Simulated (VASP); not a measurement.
# Mg12H (a cell with a defect) in VASP: notebook, part 3 of 3

VASP 6.6.1.

### Step 5. Single point, PBE+D3(BJ)

The input, INCAR:

```
ALGO = Normal ; EDIFF = 1E-7
ENCUT = 520 ; GGA = PE
ISIF = 2 ; ISMEAR = -1
IVDW = 12 ; LASPH = True
LCHARG = False ; LREAL = False
LWAVE = False ; NBANDS = 24
NELM = 60 ; PREC = Accurate
SIGMA = 0.1
```

The input, KPOINTS:

```
k-points
0
Gamma
  2 2 2
```

The input, POSCAR:

```
Mg12H
1.0
    6.4200000000      0.0000000000      0.0000000000
   -4.8150000000      8.3398250000      0.0000000000
    0.0000000000      0.0000000000      5.2130400000
Mg H
12 1
Direct
    0.0509525917      0.0853615034      0.1336072618
    0.2100137578      0.2849819990      0.5821363350
   -0.0157027647      0.4177545692     -0.0590634256
    0.2363846437      0.6642345613      0.4419494191
    0.0019743526      0.7261423351     -0.0893528536
    0.1804462502      0.9434610438      0.4594056443
    0.5569750932      0.0753852749     -0.0220792474
    0.6792073594      0.3302827098      0.5644307352
    0.4650555944      0.3960035133      0.0728557617
    0.6908383674      0.6082621638      0.4351971211
    0.5125894818      0.7086239819     -0.0717048018
    0.7139220071      0.9431732680      0.4738501911
    0.2300870670      0.6459727872      1.0751308258
```

Potentials or basis: VASP PAW PBE potentials, release 64 (Mg, H).

Started as:

```bash
$ cat potpaw_PBE.64/Mg/POTCAR potpaw_PBE.64/H/POTCAR > POTCAR
$ mpirun -np 1 vasp_std > vasp.out
```

OUTCAR:

```text
EDIFF = 1E-7
   ENCUT = 520
   GGA = PE
   ISIF = 2
   ISMEAR = -1
   IVDW = 12
   LASPH = True
   LREAL = False
   NELM = 60
   PREC = Accurate
 IVDW          = 12

 ion  position               nearest neighbor table
   1  0.051  0.085  0.134-   6 2.56  12 2.60   9 2.86   2 2.87   7 3.23   2 3.32   7 3.40   5 3.51
                             3 3.58
   2  0.210  0.285  0.582-   8 2.82   1 2.87   9 2.94   3 3.01   9 3.02  10 3.19   6 3.26  12 3.29
                             1 3.32   4 3.64   8 3.65
   3  0.984  0.418  0.941-  13 2.08   8 2.60   5 2.92   2 3.01   7 3.06  11 3.14   9 3.27   9 3.31
                             4 3.34   4 3.35   1 3.58
   4  0.236  0.664  0.442-  13 1.92   6 2.89  12 2.90  11 3.00   5 3.08  11 3.12  10 3.22  10 3.27
                             3 3.34   5 3.34   3 3.35   8 3.47   2 3.64
   5  0.002  0.726  0.911-  13 2.15   3 2.92   6 2.97  10 3.03  11 3.06   4 3.08  10 3.24   4 3.34
                            11 3.37   6 3.39   9 3.43   7 3.49   1 3.51
   6  0.180  0.943  0.459-   1 2.56   4 2.89   5 2.97  12 2.99  10 3.19   2 3.26   7 3.27   5 3.39
                             7 3.42  12 3.43   8 3.54
   7  0.557  0.075  0.978-   8 3.06   3 3.06   1 3.23  12 3.26   6 3.27  12 3.29   1 3.40  11 3.41
                             6 3.42   9 3.46   5 3.49
   8  0.679  0.330  0.564-   3 2.60  10 2.72   2 2.82   7 3.06   9 3.12   9 3.19   4 3.47   6 3.54
                             2 3.65
   9  0.465  0.396  0.073-  10 2.62   1 2.86   2 2.94  11 2.97   2 3.02   8 3.12   8 3.19   3 3.27
                             3 3.31   5 3.43   7 3.46
  10  0.691  0.608  0.435-   9 2.62   8 2.72   5 3.03  11 3.16  12 3.16   6 3.19   2 3.19  11 3.21
                             4 3.22   5 3.24   4 3.27
  11  0.513  0.709  0.928-  13 1.77   9 2.97   4 3.00   5 3.06  12 3.08   4 3.12   3 3.14  10 3.16
                            10 3.21   5 3.37   7 3.41  12 3.46
  12  0.714  0.943  0.474-   1 2.60   4 2.90   6 2.99  11 3.08  10 3.16   7 3.26   2 3.29   7 3.29
                             6 3.43  11 3.46
  13  0.230  0.646  0.075-  11 1.77   4 1.92   3 2.08   5 2.15

  LATTYP: Found a simple monoclinic cell.
 ALAT       =     6.4200000000
 B/A-ratio  =     0.8120000000
 C/A-ratio  =     1.3228757108
 COS(beta)  =    -0.1889822286

[... 174 lines left out ...]

 number of electron      25.0000000 magnetization

 Free energy of the ion-electron system (eV)
  ---------------------------------------------------
  ext. energy  EPLUGINS =         0.00000000
  ---------------------------------------------------
  free energy    TOTEN  =       -18.84550376 eV

  energy without entropy =      -18.73985118  energy(sigma->0) =      -18.79267747

 E-fermi :   2.4423     XC(G=0):  -8.4583

 val. band max:        2.4191136054   @ k =   0.0000   0.5000   0.0000
 cond. band min:       2.6540949788   @ k =   0.5000   0.0000   0.0000
 fundamental gap:      0.2349813734
 Fermi energy:         2.4422751306

 k-point     1 :       0.0000    0.0000    0.0000
  band No.  band energies     occupation
      1      -4.9971      2.00000
      2      -3.1722      2.00000
      3      -2.2142      2.00000
      4      -1.4268      2.00000
      5      -0.6654      2.00000
      6      -0.1383      2.00000
[... 205 lines left out ...]
     23       5.9889      0.00000
     24       6.0085      0.00000

------------------------ aborting loop because EDIFF is reached ----------------------------------------

 Edisp (eV)   -3.46668

 E8    (eV) :    -1.5073

  FORCE on cell =-STRESS in cart. coord.  units (eV):
  Direction    XX          YY          ZZ          XY          YZ          ZX
  --------------------------------------------------------------------------------------
  -------------------------------------------------------------------------------------
  Total       0.29362     1.26519     6.31607     1.29583    -0.90697     1.70765
  in kB       1.68544     7.26248    36.25554     7.43832    -5.20618     9.80228
  external pressure =       15.07 kB  Pullay stress =        0.00 kB

 VOLUME and BASIS-vectors are now :
 -----------------------------------------------------------------------------
  energy-cutoff  :      520.00
  volume of cell :      279.11
      direct lattice vectors                 reciprocal lattice vectors
     6.420000000  0.000000000  0.000000000     0.155763240  0.089929945  0.000000000
    -4.815000000  8.339825000  0.000000000     0.000000000  0.119906593  0.000000000
     0.000000000  0.000000000  5.213040000     0.000000000  0.000000000  0.191826650

 POSITION                                       TOTAL-FORCE (eV/Angst)
 -----------------------------------------------------------------------------------
     -0.08390      0.71190      0.69650        -0.270365      0.468834     -2.345399
     -0.02390      2.37670      3.03470        -0.697449      0.020035      0.155505
      4.30770      3.48400      4.90514         0.794508      0.032703      1.290926
     -1.68070      5.53960      2.30390        -0.142052     -0.885681      0.098010
     -3.48370      6.05590      4.74724        -0.035642      0.333941      0.455559
     -3.38430      7.86830      2.39490         0.841366      0.018015      0.876824
      3.21280      0.62870      5.09794        -0.237965     -0.181617      0.139572
      2.77020      2.75450      2.94240         0.310753     -0.910256     -1.044545
      1.07890      3.30260      0.37980         0.489173     -0.378871     -0.669510
      1.50640      5.07280      2.26870        -0.123948      1.235544      0.478080
     -0.12120      5.90980      4.83924         0.659633      0.688456     -0.179702
      0.04200      7.86590      2.47020        -0.691940     -0.082160      0.917937
     -1.63320      5.38730      0.39166        -0.896072     -0.358944     -0.173257
 -----------------------------------------------------------------------------------
    total drift:                                0.000030     -0.000005      0.000195

  FREE ENERGIE OF THE ION-ELECTRON SYSTEM (eV)
  ---------------------------------------------------
  free  energy   TOTEN  =       -22.3121810853 eV

  energy  without entropy=      -22.2065285038  energy(sigma->0) =      -22.25935479
```

OSZICAR:

```text
N       E                     dE             d eps       ncg     rms          rms(c)
DAV:   1     0.254134879745E+02    0.25413E+02   -0.71965E+03   384   0.744E+02
DAV:   2    -0.174108572604E+02   -0.42824E+02   -0.40007E+02   464   0.902E+01
DAV:   3    -0.195141059343E+02   -0.21032E+01   -0.20737E+01   504   0.172E+01
DAV:   4    -0.195369761750E+02   -0.22870E-01   -0.22858E-01   448   0.203E+00
DAV:   5    -0.195372495553E+02   -0.27338E-03   -0.27337E-03   520   0.249E-01    0.414E+00
DAV:   6    -0.189818905994E+02    0.55536E+00   -0.59817E-01   448   0.269E+00    0.218E+00
DAV:   7    -0.188518692396E+02    0.13002E+00   -0.51150E-01   456   0.244E+00    0.643E-01
DAV:   8    -0.188479182531E+02    0.39510E-02   -0.59146E-02   432   0.975E-01    0.346E-01
DAV:   9    -0.188455202097E+02    0.23980E-02   -0.38163E-03   472   0.263E-01    0.605E-02
DAV:  10    -0.188455218594E+02   -0.16497E-05   -0.10381E-03   480   0.116E-01    0.183E-02
DAV:  11    -0.188455010455E+02    0.20814E-04   -0.90962E-05   480   0.376E-02    0.902E-03
DAV:  12    -0.188455025587E+02   -0.15132E-05   -0.27165E-05   456   0.195E-02    0.360E-03
DAV:  13    -0.188455034531E+02   -0.89447E-06   -0.33195E-06   456   0.646E-03    0.121E-03
DAV:  14    -0.188455037241E+02   -0.27098E-06   -0.47619E-07   448   0.261E-03    0.668E-04
DAV:  15    -0.188455037602E+02   -0.36048E-07   -0.58319E-08   312   0.769E-04
   1 F= -.22312181E+02 E0= -.22259355E+02  d E =-.105653E+00
```

It took 79 s on 1 thread of Intel Xeon Platinum 8375C at 2.90GHz (Ice Lake), shared host; peak memory 0.34 GiB.

Results:

| Item | Value |
| --- | --- |
| Free energy | -22.3122 eV |
| Pressure | 1.5 GPa |
| Largest force | 2.407 eV/Å |
| Dispersion energy per atom | -0.267 eV |

Forces on the atoms (eV/Å):
```
Mg  -0.270  0.469 -2.345
Mg  -0.697  0.020  0.156
Mg   0.795  0.033  1.291
Mg  -0.142 -0.886  0.098
Mg  -0.036  0.334  0.456
Mg   0.841  0.018  0.877
Mg  -0.238 -0.182  0.140
Mg   0.311 -0.910 -1.045
Mg   0.489 -0.379 -0.670
Mg  -0.124  1.236  0.478
Mg   0.660  0.688 -0.180
Mg  -0.692 -0.082  0.918
H   -0.896 -0.359 -0.173
```

Caveat: the k points lie up to 0.60 Å⁻¹ apart.
